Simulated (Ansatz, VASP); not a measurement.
**TeRu in VASP and in Ansatz**

File INCAR:

```
  ALGO = Normal
  EDIFF = 1E-6
  ENCUT = 520
  GGA = PE
  ISIF = 2
  ISMEAR = 0
  ISPIN = 2
  LASPH = True
  LCHARG = False
  LDAU = True
  LDAUJ = 0 0
  LDAUL = 2 -1
  LDAUPRINT = 1
  LDAUTYPE = 2
  LDAUU = 1 0
  LMAXMIX = 4
  LORBIT = 11
  LREAL = False
  LWAVE = False
  MAGMOM = 4 4 0 0
  NBANDS = 32
  NELM = 150
  PREC = Accurate
  SIGMA = 0.05
```

Contents of KPOINTS:

```
k-points
0
Gamma
  5 5 3
```

POSCAR

```
TeRu
1.0
    4.2489024300      0.0000000000      0.0000000000
    0.0000000000      4.2489024300      0.0000000000
    0.0000000000      0.0000000000      6.2212046100
Ru Te
2 2
Direct
    0.0000000000      0.0000000000      0.0000000000
    0.5000000000      0.5000000000      0.0000000000
    0.5000000000      0.0000000000      0.2670000000
    0.0000000000      0.5000000000      0.7330000000
```

Input for Ansatz:

```yaml
crystal:
  lattice:
    - [4.24890243, 0.0, 0.0]
    - [0.0, 4.24890243, 0.0]
    - [0.0, 0.0, 6.22120461]
  atoms:
    - { symbol: Ru, position: [0.0, 0.0, 0.0], spin: 4.0 }
    - { symbol: Ru, position: [0.5, 0.5, 0.0], spin: 4.0 }
    - { symbol: Te, position: [0.5, 0.0, 0.267] }
    - { symbol: Te, position: [0.0, 0.5, 0.733] }
basis:
  ecutwfc: 420
  ecutrho_ratio: 4
kpoints:
  mp_grid: { grid: [5, 5, 3] }
hamiltonian:
  xc: pbe
  hubbard:
    sites: [{ site: 0, l: d, u_eff: 1.0 }, { site: 1, l: d, u_eff: 1.0 }]
scf:
  occupations: { method: gaussian, width: 0.05 }
  lower_state_search: "off"
  max_iter: 150
output:
  forces: true
  stress: true
  eigenvalues: true
  populations: true
  hubbard: { sites: [{ site: 0, l: d }, { site: 1, l: d }] }
magnetization:
  spin_polarized: true
```

Alike in both runs: task single point; functional PBE; k mesh 5 × 5 × 3; occupations gaussian, width 0.05 eV; collinear spin; Hubbard terms Ru d U = 1.0 eV.

|  | VASP | Ansatz |
| --- | --- | --- |
| version | VASP 6.6.1 | Ansatz 0.2.0 |
| potentials or method | VASP PAW PBE potentials, release 64 (Ru_pv, Te), cutoff 520 eV | scalar-relativistic, plane waves, PAW |
| valence electrons in the cell | 40 | 64 |

Ansatz gave:

```
gap on the k mesh at the Fermi level (eV)                     : none
pressure (GPa)                                                : -9.7
traceless stress, the component that is largest in VASP (GPa) : -0.02
rms of the force components (eV/Å)                            : 0.868
net moment per atom (μB)                                      : 0.00
```

**Question.** What did VASP give for the same quantities?

**Answer.** gap on the k mesh at the Fermi level (eV): none; pressure (GPa): -9.7; traceless stress, the component that is largest in VASP (GPa): 0.13; rms of the force components (eV/Å): 0.847; net moment per atom (μB): 0.00.

The programs project onto different local orbitals, so the same U acts differently, and such runs can settle in different states. Atom by atom the forces differ by 0.020 eV/Å (rms over components). A gap of «none» marks a metal or a gap that the smearing closes. VASP's potentials hold 40 valence electrons a cell and Ansatz's 64, so a difference there can come from the potentials and not from the codes. Ansatz's warnings: filled band counts differ across k points, seeded moment not kept.

Neither program's run includes spin-orbit coupling.
